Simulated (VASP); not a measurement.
# Er4Se (P4/mmm) in VASP: single point with PBE

Aim: the single point of Er4Se with PBE.

Program: VASP 6.6.1. These are calculated values, not measurements. Logs are shortened: lines on timing, memory, paths and dates and some standing lists are left out, and cuts for length are marked.

### 1 The cell of the first run

Symmetry: P4/mmm, No. 123, tetragonal system. Conventional cell: a = 3.504 Å, b = 3.504 Å, c = 11.823 Å, α = 90.00°, β = 90.00°, γ = 90.00°. Er (site symmetry 4mm) has 9 Er at 3.41 to 3.50 Å and 1 Se at 4.20 Å within 4.5 Å. Er (site symmetry 4mm) has 4 Se at 3.04 Å and 9 Er at 3.48 to 3.53 Å within 4.0 Å. Within 4.0 Å of Se (site symmetry 4/mmm) lie 8 Er at 3.04 Å and 4 Se at 3.50 Å.

### 2 Single point, PBE

POSCAR

```
Er4Se
1.0
    3.5039436073      0.0000000000      0.0000000000
    0.0000000000      3.5039436073      0.0000000000
    0.0000000000      0.0000000000     11.8230440838
Er Se
4 1
Direct
    0.5000000000      0.5000000000      0.6443839780
    0.5000000000      0.5000000000      0.3556160220
    0.0000000000      0.0000000000      0.1491728989
    0.0000000000      0.0000000000      0.8508271011
    0.5000000000      0.5000000000      0.0000000000
```

INCAR.step1

```
  PREC = Accurate
  ENCUT = 400
  EDIFF = 1E-6
  ISMEAR = 0
  SIGMA = 0.1
  LREAL = F
  LASPH = T
  NELM = 200
  ALGO = Normal
  ISIF = 2
  LWAVE = F
  LCHARG = T
  LMAXMIX = 6
  GGA = PE
  NBANDS = 29
  GGA_COMPAT = F
  NEDOS = 2001
  LORBIT = 11
```

KPOINTS.step1

```
Automatic mesh
0
Gamma
  10 10 4
```

INCAR.step2

```
  PREC = Accurate
  ENCUT = 400
  EDIFF = 1E-6
  ISMEAR = -5
  SIGMA = 0.1
  LREAL = F
  LASPH = T
  NELM = 200
  ALGO = Normal
  ISIF = 2
  LWAVE = F
  LCHARG = F
  LMAXMIX = 6
  GGA = PE
  LORBIT = 11
  NBANDS = 29
  NEDOS = 1001
  ICHARG = 11
  GGA_COMPAT = F
```

KPOINTS.step2

```
Automatic mesh
0
Gamma
  15 15 6
```

Potentials or basis: VASP PAW PBE potentials, release 64 (Er_3, Se), 4f in core.

Run with:

```sh
cat potpaw_PBE.64/Er_3/POTCAR potpaw_PBE.64/Se/POTCAR > POTCAR
cp INCAR.step1 INCAR
cp KPOINTS.step1 KPOINTS
mpirun -np 1 vasp_std > vasp.out
cp INCAR.step2 INCAR
cp KPOINTS.step2 KPOINTS
mpirun -np 1 vasp_std > vasp.out
```

OUTCAR:

```text
PREC = Accurate
   ENCUT = 400
   EDIFF = 1E-6
   ISMEAR = -5
   LREAL = F
   LASPH = T
   NELM = 200
   ISIF = 2
   GGA = PE
   LORBIT = 11
   ICHARG = 11

 ion  position               nearest neighbor table
   1  0.500  0.500  0.644-   2 3.41   4 3.48   4 3.48   4 3.48   4 3.48
   2  0.500  0.500  0.356-   1 3.41   3 3.48   3 3.48   3 3.48   3 3.48
   3  0.000  0.000  0.149-   5 3.04   5 3.04   5 3.04   5 3.04   2 3.48   2 3.48   2 3.48   2 3.48
                             4 3.53
   4  0.000  0.000  0.851-   5 3.04   5 3.04   5 3.04   5 3.04   1 3.48   1 3.48   1 3.48   1 3.48
                             3 3.53
   5  0.500  0.500  0.000-   3 3.04   4 3.04   3 3.04   4 3.04   3 3.04   4 3.04   3 3.04   4 3.04

  LATTYP: Found a simple tetragonal cell.
 ALAT       =     3.5039436073
 C/A-ratio  =     3.3742107205

  Lattice vectors:

 A1 = (   3.5039436073,   0.0000000000,   0.0000000000)
 A2 = (   0.0000000000,   3.5039436073,   0.0000000000)
 A3 = (   0.0000000000,   0.0000000000,  11.8230440838)

Analysis of symmetry for initial positions (statically):
=====================================================================
 Subroutine PRICEL returns:
 Original cell was already a primitive cell.

 Routine SETGRP: Setting up the symmetry group for a
 simple tetragonal supercell.

 Subroutine GETGRP returns: Found 16 space group operations
 (whereof 16 operations were pure point group operations)
 out of a pool of 16 trial point group operations.

The static configuration has the point symmetry D_4h.

Analysis of symmetry for dynamics (positions and initial velocities):
=====================================================================
 Subroutine PRICEL returns:
 Original cell was already a primitive cell.

 Routine SETGRP: Setting up the symmetry group for a
 simple tetragonal supercell.

 Subroutine GETGRP returns: Found 16 space group operations
 (whereof 16 operations were pure point group operations)
 out of a pool of 16 trial point group operations.

The dynamic configuration has the point symmetry D_4h.

 Subroutine INISYM returns: Found 16 space group operations
 (whereof 16 operations are pure point group operations),
 and found     1 'primitive' translations

----------------------------------------------------------------------------------------

                                     Primitive cell

  volume of cell :     145.1589

[... 107 lines left out ...]
   NELECT =      42.0000    total number of electrons
   NUPDOWN=      -1.0000    fix difference up-down
   EMIN   =  10.00;   EMAX   =-10.00  energy-range for DOS
   EFERMI =   0.00;   METHOD = LEGACY
   ISMEAR =    -5;   SIGMA  =   0.10  broadening in eV -4-tet -1-fermi 0-gaus
   EFERMI_NEDOS =   21; number of points for ismear=-14 and -15
   IALGO  =     38    algorithm
   IMIX   =      4    mixing-type and parameters
     AMIX     =   0.40;   BMIX     =  1.00
     AMIX_MAG =   1.60;   BMIX_MAG =  1.00
  volume/ion in A,a.u.               =      29.03       195.92
  Fermi-wavevector in a.u.,A,eV,Ry     =   1.082788  2.046173 15.951876  1.172430
  Thomas-Fermi vector in A             =   2.218838
   LORBIT       =     11    0 simple, 1 ext, 2 COOP (PROOUT), +10 PAW based schemes
   GGA     = PE    functional components
   LHFCALC =     F    Hartree Fock is set to
   AEXX    =    0.0000 exact exchange contribution
   IVDW    =     0    specifies the selected vdW correction
   LEPSILON=     F    determine dielectric tensor
   LRPA    =     F    only Hartree local field effects (RPA)
 non-spin polarized calculation
 Fermi weights with tetrahedron method with Bloechl corrections
  energy-cutoff  :      400.00
  volume of cell :      145.16
 maximum number of plane-waves:      2658
 NGX is ok and might be reduce to    24

 number of electron      41.9999991 magnetization

 Free energy of the ion-electron system (eV)
  ---------------------------------------------------
  ext. energy  EPLUGINS =         0.00000000
  ---------------------------------------------------
  free energy    TOTEN  =       -23.52079450 eV

  energy without entropy =      -23.52079450  energy(sigma->0) =      -23.52079450

 E-fermi :   3.4112     XC(G=0):  -9.8123

 val. band max:        3.4463071013   @ k =   0.2667   0.2667   0.3333
 cond. band min:       3.3766751978   @ k =   0.4667   0.4000   0.0000
 fundamental gap:     -0.0696319035
 Fermi energy:         3.4111973378

 k-point     1 :       0.0000    0.0000    0.0000
  band No.  band energies     occupation
      1     -21.7444      2.00000
      2     -21.5503      2.00000
      3     -21.4646      2.00000
      4     -21.3688      2.00000
      5     -21.3688      2.00000
      6     -21.3508      2.00000
[... 757 lines left out ...]
     28       5.4475      0.00000
     29       5.8006      0.00000

 [... further k-points ...]

------------------------ aborting loop because EDIFF is reached ----------------------------------------

  FORCE on cell =-STRESS in cart. coord.  units (eV):
  Direction    XX          YY          ZZ          XY          YZ          ZX
  --------------------------------------------------------------------------------------
  -------------------------------------------------------------------------------------
  Total        0.4681823      0.4681823      0.3990112      0.0000000      0.0000000     -0.0000000
  in kB        5.1675191      5.1675191      4.4040487      0.0000000      0.0000000     -0.0000000
  external PRESSURE =       4.9130290 kB  Pullay stress =       0.0000000 kB

 VOLUME and BASIS-vectors are now :
 -----------------------------------------------------------------------------
  energy-cutoff  :      400.00
  volume of cell :      145.16
      direct lattice vectors                 reciprocal lattice vectors
     3.503943607  0.000000000  0.000000000     0.285392721  0.000000000  0.000000000
     0.000000000  3.503943607  0.000000000     0.000000000  0.285392721  0.000000000
     0.000000000  0.000000000 11.823044084     0.000000000  0.000000000  0.084580586

 POSITION                                       TOTAL-FORCE (eV/Angst)
 -----------------------------------------------------------------------------------
      1.75197      1.75197      7.61858         0.000000     -0.000000     -0.039812
      1.75197      1.75197      4.20446         0.000000     -0.000000      0.039812
      0.00000      0.00000      1.76368         0.000000      0.000000      0.001338
      0.00000      0.00000     10.05937        -0.000000      0.000000     -0.001338
      1.75197      1.75197      0.00000         0.000000     -0.000000      0.000000
 -----------------------------------------------------------------------------------
    total drift:                                0.000000     -0.000000     -0.000000

  FREE ENERGIE OF THE ION-ELECTRON SYSTEM (eV)
  ---------------------------------------------------
  free  energy   TOTEN  =       -23.5207944970 eV

  energy  without entropy=      -23.5207944970  energy(sigma->0) =      -23.52079450

 total charge

# of ion       s       p       d       tot
------------------------------------------
    1        0.508   6.483   0.977   7.968
    2        0.508   6.483   0.977   7.968
    3        0.461   6.590   1.133   8.184
    4        0.461   6.590   1.133   8.184
    5        1.445   2.414   0.039   3.898
--------------------------------------------------
tot          3.383  28.560   4.258  36.201
```

OUTCAR.step1:

```text
PREC = Accurate
   ENCUT = 400
   EDIFF = 1E-6
   ISMEAR = 0
   LREAL = F
   LASPH = T
   NELM = 200
   ISIF = 2
[... 1008 lines left out ...]

  FREE ENERGIE OF THE ION-ELECTRON SYSTEM (eV)
  ---------------------------------------------------
  free  energy   TOTEN  =       -23.5383116713 eV

  energy  without entropy=      -23.5063638341  energy(sigma->0) =      -23.52233775

 total charge

# of ion       s       p       d       tot
------------------------------------------
    1        0.508   6.481   0.979   7.967
    2        0.508   6.481   0.979   7.967
    3        0.460   6.591   1.134   8.185
    4        0.460   6.591   1.134   8.185
    5        1.445   2.413   0.039   3.898
--------------------------------------------------
tot          3.381  28.556   4.266  36.202
```

Run time: 7.7 min. Hardware: 1 thread of Intel Xeon 6975P-C (Granite Rapids), shared host; peak memory 0.46 GiB.

Results:

```yaml
Valence_electrons_inside_the_program's_atomic_spheres: Er 7.97, 8.18 (each value once); Se 3.90
```

Caveat: spin-orbit coupling is left out, which moves the levels of the heavy elements; the 4f electrons are frozen in the core, so they carry no moment and show no levels; the run has no spin polarisation, though such a crystal can be magnetic.
